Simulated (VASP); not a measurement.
**YMg2O2: relaxation of cell and atoms with PBE**

The system is YMg2O2.

```
Y Mg O
1.0
    -2.72112    2.72112    2.59102
     2.72112   -2.72112    2.59102
     2.72112    2.72112   -2.59102
Y Mg O
1 2 2
Direct
  0.50000 0.50000 0.00000
  0.50000 0.00000 0.50000
  0.00000 0.50000 0.50000
  0.87230 0.87230 0.00000
  0.12770 0.12770 0.00000
```

The cell was generated, and may not be a known phase.

```
Program                : VASP 6.6.1
Task                   : relaxation of cell and atoms
Functional             : PBE
Potentials or basis    : VASP PAW PBE potentials, release 64 (Y_sv, Mg_sv, O)
Cutoff                 : 840 eV
k mesh                 : 4 × 4 × 4
Occupations            : gaussian, width 0.1 eV
Spin                   : no spin polarisation
Dipole correction      : no
Further INCAR settings : ALGO = Normal; EDIFF = 1e-07; IBRION = 2; EDIFFG = -0.04; NSW = 90; ISIF = 3
```

```json
{
  "Relaxed volume": "24.67 Å³/atom",
  "Relaxed cell": "a = 5.471 Å, b = 5.471 Å, c = 5.471 Å, α = 104.90°, β = 104.90°, γ = 119.07°",
  "Space group after relaxing (to 0.1 Å)": "I4/mmm (No. 139)",
  "Energy gained by relaxing": "530.0 meV/atom",
  "Ionic steps": "12",
  "Pressure after relaxing": "-0.1 GPa",
  "Largest force after relaxing": "0.015 eV/Å",
  "Band gap on the k mesh": "zero (an odd number of electrons rules out a gap without spin polarisation)"
}
```

Forces in eV/Å, atoms in the order of the input:
```
Y    0.000  0.000  0.000
Mg   0.000  0.000  0.000
Mg   0.000  0.000  0.000
O    0.000  0.000 -0.015
O    0.000  0.000  0.015
```

Step by step:
| step | energy change (eV) | largest force (eV/Å) | pressure (GPa) | volume (Å³) |
| --- | --- | --- | --- | --- |
| 1 | 0.0000 | 0.6256 | 31.21 | 76.74 |
| 2 | -1.4007 | 0.9778 | -3.92 | 114.66 |
| 3 | -1.7877 | 0.5477 | 2.85 | 98.16 |
| 4 | -2.3642 | 1.8802 | 1.30 | 108.01 |
| 5 | -2.4061 | 4.1551 | 1.83 | 114.08 |
| 6 | -2.6082 | 1.7283 | 0.76 | 120.14 |
| 7 | -2.6415 | 0.1755 | 0.39 | 124.81 |
| 8 | -2.6427 | 0.4174 | 0.44 | 124.05 |
| 9 | -2.6488 | 0.2092 | 0.09 | 123.70 |
| 10 | -2.6499 | 0.0851 | -0.12 | 123.49 |
| 11 | -2.6499 | 0.0788 | -0.14 | 123.48 |
| 12 | -2.6501 | 0.0153 | -0.10 | 123.37 |

Final structure:
```cif
data_structure
_symmetry_space_group_name_H-M 'P 1'
_symmetry_Int_Tables_number 1
_cell_length_a 5.4710
_cell_length_b 5.4710
_cell_length_c 5.4710
_cell_angle_alpha 104.897
_cell_angle_beta 104.897
_cell_angle_gamma 119.066
_cell_volume 123.37
loop_
_atom_site_label
_atom_site_type_symbol
_atom_site_fract_x
_atom_site_fract_y
_atom_site_fract_z
_atom_site_occupancy
Y1 Y 0.50000 0.50000 0.00000 1
Mg1 Mg 0.50000 0.00000 0.50000 1
Mg2 Mg 0.00000 0.50000 0.50000 1
O1 O 0.87455 0.87455 0.00000 1
O2 O 0.12545 0.12545 0.00000 1
```

Levels at points of the mesh, in eV from the Fermi level:
| k point | band 19 | band 20 | band 21 | band 22 | band 23 | band 24 |
| --- | --- | --- | --- | --- | --- | --- |
| (0.00, 0.00, 0.00) | -2.57 | -2.57 | 0.50 | 0.55 | 0.94 | 2.04 |
| (0.50, 0.00, 0.00) | -2.71 | -1.82 | -1.29 | -0.24 | 0.86 | 1.40 |
| (0.50, 0.50, 0.00) | -2.74 | -2.33 | -1.74 | 0.21 | 0.96 | 1.39 |
| (0.50, 0.50, 0.50) | -2.36 | -2.36 | -0.48 | 0.04 | 0.10 | 0.10 |

Run time: 7.2 min on 1 thread of AMD EPYC 9R45 (Zen 5) (shared host), peak memory 0.35 GiB.

Caveat: the k points lie up to 0.37 Å⁻¹ apart in the final cell, too coarse for converged energies and pressures of a metal; the volume moved by over 15 % at a fixed basis, so the end points are rough.
